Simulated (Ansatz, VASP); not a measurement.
## One calculation of Cr, two programs

```
CELL_PARAMETERS angstrom
0.00000 1.86846 1.86846
1.86846 0.00000 1.86846
1.86846 1.86846 0.00000
ATOMIC_POSITIONS crystal
Cr 0.00000 0.00000 0.00000
```

Alike in both runs: task single point; functional r2SCAN; k mesh 17 × 17 × 17; occupations fermi-dirac, width 0.1 eV; no spin polarisation.

|  | VASP | Ansatz |
| --- | --- | --- |
| version | VASP 6.6.1 | Ansatz 0.2.0 |
| potentials or method | VASP PAW PBE potentials, release 64 (Cr_pv), cutoff 520 eV | plane waves (500 eV) with PAW, scalar-relativistic |
| valence electrons in the cell | 12 | 14 |

Ansatz gave:

- pressure (GPa): -22.9

Question: Estimate VASP's values.

Answer: Pressure (GPa): -22.5.

VASP's potentials were made for PBE, not for r2SCAN. The functional is the same, so the differences come from potentials, cutoffs and numerics. VASP's potentials hold 12 valence electrons a cell and Ansatz's 14, so a difference there can come from the potentials and not from the codes.
